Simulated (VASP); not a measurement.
# Ge in VASP: notebook, part 2 of 2

VASP 6.6.1. The steps go on from the part before.

### 5 Single point, PBE

INCAR reads:

```
SYSTEM = Ge
PREC = Accurate ; ENCUT = 520
EDIFF = 1E-7 ; ISMEAR = 0
SIGMA = 0.1 ; LREAL = .FALSE.
LASPH = .TRUE. ; NELM = 80
ALGO = Normal ; ISIF = 2
LWAVE = .FALSE. ; LCHARG = .FALSE.
GGA = PE ; NBANDS = 21
```

KPOINTS reads:

```
regular mesh
0
G
  2 2 1
  0 0 0
```

POSCAR reads:

```
Ge
1.0
    1.4880529250     -2.5946896100      0.0000000000
    1.4880529250      2.5946896100      0.0000000000
    0.0000000000      0.0000000000      4.7275957900
Ge
2
Direct
    0.6691541179      0.3303956797      0.2588489064
    0.3308459325      0.6696043707      0.7411511381
```

Potentials or basis: VASP PAW PBE potentials, release 64 (Ge_d).

Run with:

```console
$ cat potpaw_PBE.64/Ge_d/POTCAR > POTCAR
$ mpirun -np 1 vasp_std > vasp.out
```

OUTCAR:

```text
SYSTEM = Ge
   PREC = Accurate
   ENCUT = 520
   EDIFF = 1E-7
   ISMEAR = 0
   LREAL = .FALSE.
   LASPH = .TRUE.
   NELM = 80
   ISIF = 2
   GGA = PE

 ion  position               nearest neighbor table
   1  0.669  0.330  0.259-   2 2.85   2 2.85   2 2.88
   2  0.331  0.670  0.741-   1 2.85   1 2.85   1 2.88

  LATTYP: Found a base centered orthorhombic cell.
 ALAT       =     2.9761058500
 B/A-ratio  =     1.7436809984
 C/A-ratio  =     1.5885173540

  Lattice vectors:

 A1 = (   1.4880529250,  -2.5946896100,   0.0000000000)
 A2 = (   1.4880529250,   2.5946896100,   0.0000000000)
 A3 = (   0.0000000000,   0.0000000000,   4.7275957900)

Analysis of symmetry for initial positions (statically):
=====================================================================
 Subroutine PRICEL returns:
 Original cell was already a primitive cell.

 Routine SETGRP: Setting up the symmetry group for a
 base centered orthorhombic supercell.

 Subroutine GETGRP returns: Found  2 space group operations
 (whereof  2 operations were pure point group operations)
 out of a pool of  8 trial point group operations.

The static configuration has the point symmetry S_2 .

Analysis of symmetry for dynamics (positions and initial velocities):
=====================================================================
 Subroutine PRICEL returns:
 Original cell was already a primitive cell.

 Routine SETGRP: Setting up the symmetry group for a
 base centered orthorhombic supercell.

 Subroutine GETGRP returns: Found  2 space group operations
 (whereof  2 operations were pure point group operations)
 out of a pool of  8 trial point group operations.

The dynamic configuration has the point symmetry S_2 .

 Subroutine INISYM returns: Found  2 space group operations
 (whereof  2 operations are pure point group operations),
 and found     1 'primitive' translations

----------------------------------------------------------------------------------------

                                     Primitive cell

  volume of cell :      36.5068

  direct lattice vectors                    reciprocal lattice vectors
     1.488052925 -2.594689610  0.000000000     0.336009554 -0.192701277  0.000000000
     1.488052925  2.594689610  0.000000000     0.336009554  0.192701277  0.000000000
     0.000000000  0.000000000  4.727595790     0.000000000  0.000000000  0.211524006

  length of vectors
     2.991106096  2.991106096  4.727595790     0.387345069  0.387345069  0.211524006

  position of ions in fractional coordinates (direct lattice)
     0.669154118  0.330395680  0.258848906
     0.330845932  0.669604371  0.741151138

  ion indices of the primitive-cell ions
   primitive index   ion index
                 1           1
                 2           2

----------------------------------------------------------------------------------------

 KPOINTS: regular mesh

Automatic generation of k-mesh.
 Grid dimensions read from file:
 generate k-points for:    2    2    1

 Generating k-lattice:

  Cartesian coordinates                     Fractional coordinates (reciprocal lattice)
     0.168004777 -0.096350638  0.000000000     0.500000000  0.000000000  0.000000000
     0.168004777  0.096350638  0.000000000     0.000000000  0.500000000  0.000000000
     0.000000000  0.000000000  0.211524006     0.000000000  0.000000000  1.000000000

  Length of vectors
     0.193672535  0.193672535  0.211524006

  Shift w.r.t. Gamma in fractional coordinates (k-lattice)
     0.000000000  0.000000000  0.000000000

 Subroutine IBZKPT returns following result:
 ===========================================

 Found      4 irreducible k-points:

 Following reciprocal coordinates:
            Coordinates               Weight
  0.000000  0.000000  0.000000      1.000000
  0.500000  0.000000  0.000000      1.000000
  0.000000  0.500000  0.000000      1.000000
  0.500000  0.500000  0.000000      1.000000
   k-points           NKPTS =      4   k-points in BZ     NKDIM =      4   number of bands    NBANDS=     21
   number of dos      NEDOS =    301   number of ions     NIONS =      2
   total plane-waves  NPLWV =  20736
   dimension x,y,z NGX =    24 NGY =   24 NGZ =   36
   dimension x,y,z NGXF=    48 NGYF=   48 NGZF=   72
   ions per type =               2
   NGX,Y,Z   is equivalent  to a cutoff of  13.34, 13.34, 12.66 a.u.
   NGXF,Y,Z  is equivalent  to a cutoff of  26.68, 26.68, 25.32 a.u.
 SYSTEM =  Ge
   PREC   = accura    normal or accurate (medium, high low for compatibility)
   ISTART =      0    job   : 0-new  1-cont  2-samecut
   ICHARG =      2    charge: 1-file 2-atom 10-const
   ISPIN  =      1    spin polarized calculation?
   LNONCOLLINEAR =      F non collinear calculations
   LSORBIT =      F    spin-orbit coupling
   LASPH  =      T    aspherical Exc in radial PAW
   ENCUT  =  520.0 eV  38.22 Ry    6.18 a.u.   5.56  5.56  8.79*2*pi/ulx,y,z
   NELM   =     80;   NELMIN=  2; NELMDL= -5     # of ELM steps
   EDIFF  = 0.1E-06   stopping-criterion for ELM
   LREAL  =      F    real-space projection
   EDIFFG = 0.1E-05   stopping-criterion for IOM
   NSW    =      0    number of steps for IOM
   IBRION =     -1    ionic relax: 0-MD 1-quasi-New 2-CG
   NFREE  =      0    steps in history (QN), initial steepest desc. (CG)
   ISIF   =      2    stress and relaxation
   ISYM   =      2    0-nonsym 1-usesym 2-fastsym
   POTIM  = 0.5000    time-step for ionic-motion
   TEBEG  =    0.0;   TEEND  =   0.0 temperature during run
   PSTRESS=    0.0 pullay stress
   NELECT =      28.0000    total number of electrons
   NUPDOWN=      -1.0000    fix difference up-down
   EMIN   =  10.00;   EMAX   =-10.00  energy-range for DOS
   EFERMI =   0.00;   METHOD = LEGACY
   ISMEAR =     0;   SIGMA  =   0.10  broadening in eV -4-tet -1-fermi 0-gaus
   EFERMI_NEDOS =   21; number of points for ismear=-14 and -15
   IALGO  =     38    algorithm
   IMIX   =      4    mixing-type and parameters
     AMIX     =   0.40;   BMIX     =  1.00
     AMIX_MAG =   1.60;   BMIX_MAG =  1.00
  volume/ion in A,a.u.               =      18.25       123.18
  Fermi-wavevector in a.u.,A,eV,Ry     =   1.498544  2.831837 30.553703  2.245634
  Thomas-Fermi vector in A             =   2.610289
   LORBIT       =      0    0 simple, 1 ext, 2 COOP (PROOUT), +10 PAW based schemes
   GGA     = PE    functional components
   LHFCALC =     F    Hartree Fock is set to
   AEXX    =    0.0000 exact exchange contribution
   IVDW    =     0    specifies the selected vdW correction
   LEPSILON=     F    determine dielectric tensor
   LRPA    =     F    only Hartree local field effects (RPA)
 non-spin polarized calculation
 Gauss-broadening in eV      SIGMA  =   0.10
  energy-cutoff  :      520.00
  volume of cell :       36.51
 maximum number of plane-waves:       984
 NGX is ok and might be reduce to    24
   NGX = 11   NGY = 11   NGZ = 17

 number of electron      28.0000001 magnetization

 Free energy of the ion-electron system (eV)
  ---------------------------------------------------
  ext. energy  EPLUGINS =         0.00000000
  ---------------------------------------------------
  free energy    TOTEN  =        -7.70936700 eV

  energy without entropy =       -7.68275481  energy(sigma->0) =       -7.69606090

 E-fermi :   6.1703     XC(G=0): -11.3719

 val. band max:        6.1249044330   @ k =   0.5000   0.5000   0.0000
 cond. band min:       6.2475058118   @ k =   0.5000   0.0000   0.0000
 fundamental gap:      0.1226013789
 Fermi energy:         6.1702721156

 k-point     1 :       0.0000    0.0000    0.0000
  band No.  band energies     occupation
      1     -17.3031      2.00000
      2     -17.2926      2.00000
      3     -17.2537      2.00000
      4     -17.2460      2.00000
      5     -17.1866      2.00000
      6     -17.1666      2.00000
[... 13 lines left out ...]
     20      20.0466      0.00000
     21      21.5108      0.00000

 k-point     2 :       0.5000    0.0000    0.0000
  band No.  band energies     occupation
      1     -17.3082      2.00000
      2     -17.2841      2.00000
      3     -17.2823      2.00000
      4     -17.2453      2.00000
      5     -17.2205      2.00000
      6     -17.1645      2.00000
[... 13 lines left out ...]
     20      18.3641      0.00000
     21      19.8491      0.00000

 k-point     3 :       0.0000    0.5000    0.0000
  band No.  band energies     occupation
      1     -17.3083      2.00000
      2     -17.2841      2.00000
      3     -17.2822      2.00000
      4     -17.2452      2.00000
      5     -17.2205      2.00000
      6     -17.1647      2.00000
[... 13 lines left out ...]
     20      18.3695      0.00000
     21      19.8492      0.00000

 k-point     4 :       0.5000    0.5000    0.0000
  band No.  band energies     occupation
      1     -17.3027      2.00000
      2     -17.2885      2.00000
      3     -17.2824      2.00000
      4     -17.2553      2.00000
      5     -17.2147      2.00000
      6     -17.1613      2.00000
[... 13 lines left out ...]
     20      18.3956      0.00000
     21      20.0021      0.00000

------------------------ aborting loop because EDIFF is reached ----------------------------------------

  FORCE on cell =-STRESS in cart. coord.  units (eV):
  Direction    XX          YY          ZZ          XY          YZ          ZX
  --------------------------------------------------------------------------------------
  -------------------------------------------------------------------------------------
  Total       -6.5061798     -3.1110910     24.5762188     -0.0403067      2.4758743      0.0196498
  in kB     -285.5370831   -136.5366286   1078.5779161     -1.7689403    108.6588374      0.8623722
  external PRESSURE =     218.8347348 kB  Pullay stress =       0.0000000 kB

 VOLUME and BASIS-vectors are now :
 -----------------------------------------------------------------------------
  energy-cutoff  :      520.00
  volume of cell :       36.51
      direct lattice vectors                 reciprocal lattice vectors
     1.488052925 -2.594689610  0.000000000     0.336009554 -0.192701277  0.000000000
     1.488052925  2.594689610  0.000000000     0.336009554  0.192701277  0.000000000
     0.000000000  0.000000000  4.727595790     0.000000000  0.000000000  0.211524006

 POSITION                                       TOTAL-FORCE (eV/Angst)
 -----------------------------------------------------------------------------------
      1.48738     -0.87897      1.22373        -0.016946     -0.602860      0.714672
      1.48872      0.87897      3.50386         0.016946      0.602860     -0.714672
 -----------------------------------------------------------------------------------
    total drift:                               -0.000080      0.000001     -0.000120

  FREE ENERGIE OF THE ION-ELECTRON SYSTEM (eV)
  ---------------------------------------------------
  free  energy   TOTEN  =        -7.7093669951 eV

  energy  without entropy=       -7.6827548106  energy(sigma->0) =       -7.69606090
```

OSZICAR:

```text
N       E                     dE             d eps       ncg     rms          rms(c)
DAV:   1     0.170154591217E+03    0.17015E+03   -0.14229E+04   191   0.388E+03
DAV:   2     0.153421221658E+02   -0.15481E+03   -0.14936E+03   168   0.562E+02
DAV:   3    -0.714424641586E+01   -0.22486E+02   -0.22207E+02   194   0.131E+02
DAV:   4    -0.777617765709E+01   -0.63193E+00   -0.63095E+00   203   0.252E+01
DAV:   5    -0.778537123883E+01   -0.91936E-02   -0.91935E-02   186   0.342E+00    0.233E+00
DAV:   6    -0.772138786642E+01    0.63983E-01   -0.71134E-02   270   0.208E+00    0.128E+00
DAV:   7    -0.771008344645E+01    0.11304E-01   -0.99724E-02   210   0.169E+00    0.388E-01
DAV:   8    -0.771585146608E+01   -0.57680E-02   -0.79496E-02   252   0.134E+00    0.532E-01
DAV:   9    -0.770933603814E+01    0.65154E-02   -0.24582E-02   255   0.881E-01    0.537E-02
DAV:  10    -0.770936182299E+01   -0.25785E-04   -0.63812E-04   216   0.194E-01    0.185E-02
DAV:  11    -0.770937120602E+01   -0.93830E-05   -0.21762E-05   202   0.359E-02    0.175E-02
DAV:  12    -0.770936707613E+01    0.41299E-05   -0.24666E-05   211   0.235E-02    0.192E-03
DAV:  13    -0.770936705072E+01    0.25402E-07   -0.15208E-06   178   0.870E-03    0.153E-03
DAV:  14    -0.770936699512E+01    0.55606E-07   -0.45019E-08   134   0.260E-03
   1 F= -.77093670E+01 E0= -.76960609E+01  d E =-.266122E-01
```

stdout:

```text
POSCAR found type information on POSCAR Ge
 POSCAR found :  1 types and       2 ions
 scaLAPACK will be used
 LDA part: xc-table for (Slater+PW92), standard interpolation
 POSCAR, INCAR and KPOINTS ok, starting setup
 FFT: planning ... GRIDC
 FFT: planning ... GRID_SOFT
 FFT: planning ... GRID
 WAVECAR not read
 entering main loop
```

Run time: 7.5 s. Hardware: 1 thread of AMD EPYC 7R43 (Zen 3), shared host; peak memory 0.11 GiB.

Results:

* Free energy: -7.7094 eV
* Pressure: 21.9 GPa
* Largest force: 0.935 eV/Å
* Band gap on the k mesh: zero (band 14 reaches 13.83 eV, above the bottom of band 15 at 6.12 eV)

Forces on the atoms (eV/Å):
```
Ge  -0.017 -0.603  0.715
Ge   0.017  0.603 -0.715
```

Stress tensor (GPa, compression positive):
```
-28.55  -0.18   0.09
 -0.18 -13.65  10.87
  0.09  10.87 107.86
```

Levels at points of the mesh, in eV from the Fermi level:
```
           k point  band 10  band 11  band 12  band 13  band 14  band 15  band 16  band 17  band 18  band 19
(0.00, 0.00, 0.00)   -23.31   -12.41    -6.39    -4.66     7.66     7.68     9.65     9.95    10.99    12.31
(0.50, 0.00, 0.00)   -23.23    -7.47    -6.15    -1.18    -0.23     0.08     2.28     3.43     7.39     8.35
(0.00, 0.50, 0.00)   -23.23    -7.46    -6.15    -1.17    -0.23     0.08     2.27     3.43     7.39     8.35
(0.50, 0.50, 0.00)   -23.23    -7.58    -6.12    -1.24    -0.31    -0.05     2.40     3.58     7.54     8.49
```

Caveat: the k points lie up to 1.33 Å⁻¹ apart.
